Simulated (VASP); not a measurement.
# Fe (P6/mmm) in VASP: relaxation of shape and atoms at fixed volume with PBE

Aim: the relaxation of shape and atoms at fixed volume of Fe with PBE.

Everything below comes from runs of VASP 6.6.1. Logs are shortened: lines on timing, memory, paths and dates and some standing lists are left out, and cuts for length are marked.

### Step 1. The cell of the first run

The structure is hexagonal, space group P6/mmm (No. 191). Conventional cell: a = 2.302 Å, b = 2.302 Å, c = 2.211 Å, α = 90.00°, β = 90.00°, γ = 120.00°. Fe (site symmetry 6/mmm) has 8 Fe at 2.21 to 2.30 Å within 2.9 Å.

This isn't the form of Fe at room conditions, which is bcc.

### Step 2. Relaxation of shape and atoms at fixed volume, PBE, collinear spin, ferromagnetic start

File INCAR:

```
SYSTEM = Fe
PREC = Accurate ; ENCUT = 600
EDIFF = 1E-7 ; ISMEAR = -1
SIGMA = 0.08 ; LREAL = .False.
LASPH = .True. ; NELM = 150
ALGO = Normal ; ISIF = 4
LWAVE = .False. ; LCHARG = .False.
ISPIN = 2 ; MAGMOM = 2.5
LORBIT = 11 ; LMAXMIX = 4
GGA = PE ; IBRION = 2
NSW = 50 ; EDIFFG = -0.005
```

File KPOINTS:

```
Automatic mesh
0
Gamma
  18 18 16
  0 0 0
```

File POSCAR:

```
Fe
1.0
    2.3015883393      0.0000000000      0.0000000000
   -1.1507941697      1.9932339709      0.0000000000
    0.0000000000      0.0000000000      2.2105443211
Fe
1
Direct
    0.0000000000      0.0000000000      0.0000000000
```

Potentials or basis: VASP PAW PBE potentials, release 64 (Fe).

On the command line:

```console
cat potpaw_PBE.64/Fe/POTCAR > POTCAR
mpirun -np 1 vasp_std > vasp.out
```

OUTCAR:

```text
SYSTEM = Fe
   PREC = Accurate
   ENCUT = 600
   EDIFF = 1E-7
   ISMEAR = -1
   LREAL = .False.
   LASPH = .True.
   NELM = 150
   ISIF = 4
   ISPIN = 2
   LORBIT = 11
   GGA = PE
   IBRION = 2
   NSW = 50
   EDIFFG = -0.005

 ion  position               nearest neighbor table
   1  0.000  0.000  0.000-

  LATTYP: Found a hexagonal cell.
 ALAT       =     2.3015883393
 C/A-ratio  =     0.9604429617

  Lattice vectors:

 A1 = (   2.3015883393,   0.0000000000,   0.0000000000)
 A2 = (  -1.1507941697,   1.9932339709,   0.0000000000)
 A3 = (   0.0000000000,   0.0000000000,   2.2105443211)

Analysis of symmetry for initial positions (statically):
=====================================================================
 Subroutine PRICEL returns:
 Original cell was already a primitive cell.

 Routine SETGRP: Setting up the symmetry group for a
 hexagonal supercell.

 Subroutine GETGRP returns: Found 24 space group operations
 (whereof 24 operations were pure point group operations)
 out of a pool of 24 trial point group operations.

The static configuration has the point symmetry D_6h.

Analysis of symmetry for dynamics (positions and initial velocities):
=====================================================================
 Subroutine PRICEL returns:
 Original cell was already a primitive cell.

 Routine SETGRP: Setting up the symmetry group for a
 hexagonal supercell.

 Subroutine GETGRP returns: Found 24 space group operations
 (whereof 24 operations were pure point group operations)
 out of a pool of 24 trial point group operations.

The dynamic configuration has the point symmetry D_6h.

Analysis of structural, dynamic, and magnetic symmetry:
=====================================================================
 Subroutine PRICEL returns:
 Original cell was already a primitive cell.

 Routine SETGRP: Setting up the symmetry group for a
 hexagonal supercell.

 Subroutine GETGRP returns: Found 24 space group operations
 (whereof 24 operations were pure point group operations)
 out of a pool of 24 trial point group operations.

The overall configuration has the point symmetry D_6h.

 Subroutine INISYM returns: Found 24 space group operations
 (whereof 24 operations are pure point group operations),
 and found     1 'primitive' translations

----------------------------------------------------------------------------------------

                                     Primitive cell

  volume of cell :      10.1411

[... 101 lines left out ...]
   ISMEAR =    -1;   SIGMA  =   0.08  broadening in eV -4-tet -1-fermi 0-gaus
   EFERMI_NEDOS =   21; number of points for ismear=-14 and -15
   IALGO  =     38    algorithm
   IMIX   =      4    mixing-type and parameters
     AMIX     =   0.40;   BMIX     =  1.00
     AMIX_MAG =   1.60;   BMIX_MAG =  1.00
  volume/ion in A,a.u.               =      10.14        68.44
  Fermi-wavevector in a.u.,A,eV,Ry     =   1.512666  2.858525 31.132294  2.288159
  Thomas-Fermi vector in A             =   2.622560
   LORBIT       =     11    0 simple, 1 ext, 2 COOP (PROOUT), +10 PAW based schemes
   GGA     = PE    functional components
   LHFCALC =     F    Hartree Fock is set to
   AEXX    =    0.0000 exact exchange contribution
   IVDW    =     0    specifies the selected vdW correction
   LEPSILON=     F    determine dielectric tensor
   LRPA    =     F    only Hartree local field effects (RPA)
 conjugate gradient relaxation of ions
 spin polarized calculation
  energy-cutoff  :      600.00
  volume of cell :       10.14
 maximum number of plane-waves:       354
   NGX =  9   NGY =  9   NGZ =  9

--------------------------------------- Ionic step        1  -------------------------------------------

 number of electron       8.0000005 magnetization       1.8207579

 Free energy of the ion-electron system (eV)
  ---------------------------------------------------
  ext. energy  EPLUGINS =         0.00000000
  ---------------------------------------------------
  free energy    TOTEN  =        -7.50138886 eV

  energy without entropy =       -7.47902374  energy(sigma->0) =       -7.49020630

------------------------ aborting loop because EDIFF is reached ----------------------------------------

  FORCE on cell =-STRESS in cart. coord.  units (eV):
  Direction    XX          YY          ZZ          XY          YZ          ZX
  --------------------------------------------------------------------------------------
  -------------------------------------------------------------------------------------
  Total        3.0511680      3.0511680      2.7402327     -0.0000000     -0.0000000     -0.0000000
  in kB      482.0494033    482.0494033    432.9251986     -0.0000000     -0.0000000     -0.0000000
  external PRESSURE =     465.6746684 kB  Pullay stress =       0.0000000 kB
[... 57 lines left out ...]
--------------------------------------- Ionic step        3  -------------------------------------------

 number of electron       8.0000003 magnetization       1.8152429

 Free energy of the ion-electron system (eV)
  ---------------------------------------------------
  ext. energy  EPLUGINS =         0.00000000
  ---------------------------------------------------
  free energy    TOTEN  =        -7.50208655 eV

  energy without entropy =       -7.47907629  energy(sigma->0) =       -7.49058142

 E-fermi :   7.3096     XC(G=0): -13.7087

 val. band max:        7.3066538479   @ k =   0.3333   0.0000   0.3125
 cond. band min:       7.3142569024   @ k =   0.1667  -0.0000   0.2500
 fundamental gap:      0.0076030545
 Fermi energy:         7.3096251303

 spin component 1

 k-point     1 :       0.0000    0.0000    0.0000
  band No.  band energies     occupation
      1      -1.9801      1.00000
      2       2.5307      1.00000
      3       4.8726      1.00000
      4       4.8726      1.00000
      5       7.2981      0.53590
      6       7.2981      0.53590
      7      28.5666      0.00000
      8      30.7608      0.00000
      9      34.6661      0.00000
[... 265 lines left out ...]
 k-point    24 :       0.3889    0.1111    0.0000
  band No.  band energies     occupation
      1       1.9511      1.00000
      2       3.4273      1.00000
      3       5.5747      1.00000
      4       5.6743      1.00000
      5       6.8255      0.99765
      6       9.1044      0.00000
      7      15.6813      0.00000
      8      23.2834      0.00000
      9      35.1966      0.00000

 [... further k-points ...]

 spin component 2

 k-point     1 :       0.0000    0.0000    0.0000
  band No.  band energies     occupation
      1      -1.6878      1.00000
      2       3.5152      1.00000
      3       6.3831      0.99999
      4       6.3831      0.99999
      5       9.9419      0.00000
      6       9.9419      0.00000
      7      29.2060      0.00000
      8      30.6495      0.00000
      9      34.9473      0.00000
[... 304 lines left out ...]
  FREE ENERGIE OF THE ION-ELECTRON SYSTEM (eV)
  ---------------------------------------------------
  free  energy   TOTEN  =        -7.5020865458 eV

  energy  without entropy=       -7.4790762945  energy(sigma->0) =       -7.49058142

 reached required accuracy - stopping structural energy minimisation

 total charge

# of ion       s       p       d       tot
------------------------------------------
    1        0.576   0.625   6.462   7.663

 magnetization (x)

# of ion       s       p       d       tot
------------------------------------------
    1        0.007  -0.007   1.792   1.792
```

OSZICAR:

```text
N       E                     dE             d eps       ncg     rms          rms(c)
DAV:   1     0.192356513871E+02    0.19236E+02   -0.45589E+03 12309   0.125E+03
DAV:   2    -0.778884156453E+01   -0.27024E+02   -0.25729E+02 12110   0.140E+02
[... 26 lines left out ...]
DAV:   3    -0.750207118930E+01    0.61486E-03   -0.11128E-03 13267   0.327E-01    0.591E-02
DAV:   4    -0.750209357526E+01   -0.22386E-04   -0.38363E-05 13185   0.735E-02    0.153E-02
DAV:   5    -0.750208793440E+01    0.56409E-05   -0.42069E-06 13515   0.329E-02    0.776E-03
DAV:   6    -0.750208666236E+01    0.12720E-05   -0.13364E-06 12465   0.181E-02    0.362E-03
DAV:   7    -0.750208653759E+01    0.12477E-06   -0.13155E-07  7766   0.517E-03    0.154E-03
DAV:   8    -0.750208654577E+01   -0.81873E-08   -0.25190E-08  6160   0.214E-03
   3 F= -.75020865E+01 E0= -.74905814E+01  d E =-.697681E-03  mag=     1.8152
```

CONTCAR:

```text
Fe
   1.00000000000000
     2.3067717570329109   -0.0000000000038192   -0.0000000000000000
    -1.1533858785698756    1.9977229423386740   -0.0000000000000000
     0.0000000000000000   -0.0000000000000000    2.2006211017012842
  Fe
     1
Direct
     0.0000000000000000    1.0000000000000000    1.0000000000000000

  0.00000000E+00  0.00000000E+00  0.00000000E+00
```

Run time: 74 s. Hardware: 1 thread of Intel Xeon Platinum 8488C (Sapphire Rapids), shared host; peak memory 0.18 GiB.

Results:

```
Free energy                                           : -7.5021 eV
Energy gained by relaxing                             : 0.7 meV/atom
Ionic steps                                           : 3
Pressure after relaxing                               : 46.2 GPa
Net moment                                            : 1.82 μB per cell
Site moments                                          : Fe +1.79 μB
Valence electrons inside the program's atomic spheres : Fe 7.66
```

Step by step:
| step | energy change (eV) | largest force (eV/Å) | pressure (GPa) | volume (Å³) |
| --- | --- | --- | --- | --- |
| 1 | 0.0000 | 0.0000 | 46.57 | 10.14 |
| 2 | 0.0003 | 0.0000 | 45.68 | 10.14 |
| 3 | -0.0007 | 0.0000 | 46.19 | 10.14 |

Final structure:
```
CELL_PARAMETERS angstrom
2.30677 0.00000 0.00000
-1.15339 1.99772 0.00000
0.00000 0.00000 2.20062
ATOMIC_POSITIONS crystal
Fe 0.00000 0.00000 0.00000
```

Levels at points of the mesh, in eV from the Fermi level:
Spin up:
```
           k point  band 1  band 2  band 3  band 4  band 5  band 6  band 7  band 8  band 9
(0.00, 0.00, 0.00)   -9.29   -4.78   -2.44   -2.44   -0.01   -0.01   21.26   23.45   27.36
(0.50, 0.00, 0.00)   -5.72   -3.86   -1.74   -0.36   -0.33    0.68    7.69   18.64   25.45
(0.00, 0.00, 0.50)   -4.88   -1.99   -1.99   -1.81   -1.60   -1.60    6.15   28.86   31.70
(0.50, 0.00, 0.50)   -6.14   -4.39   -2.35    0.82    1.59    7.39    7.56   14.10   17.42
```
Spin down:
| k point | band 1 | band 2 | band 3 | band 4 | band 5 | band 6 |
| --- | --- | --- | --- | --- | --- | --- |
| (0.00, 0.00, 0.00) | -9.00 | -3.79 | -0.93 | -0.93 | 2.63 | 2.63 |
| (0.50, 0.00, 0.00) | -4.72 | -2.84 | -0.11 | 0.67 | 2.24 | 2.43 |
| (0.00, 0.00, 0.50) | -4.17 | -1.59 | -0.43 | -0.43 | 0.86 | 0.86 |
| (0.50, 0.00, 0.50) | -4.57 | -3.15 | -0.01 | 2.57 | 2.93 | 7.78 |
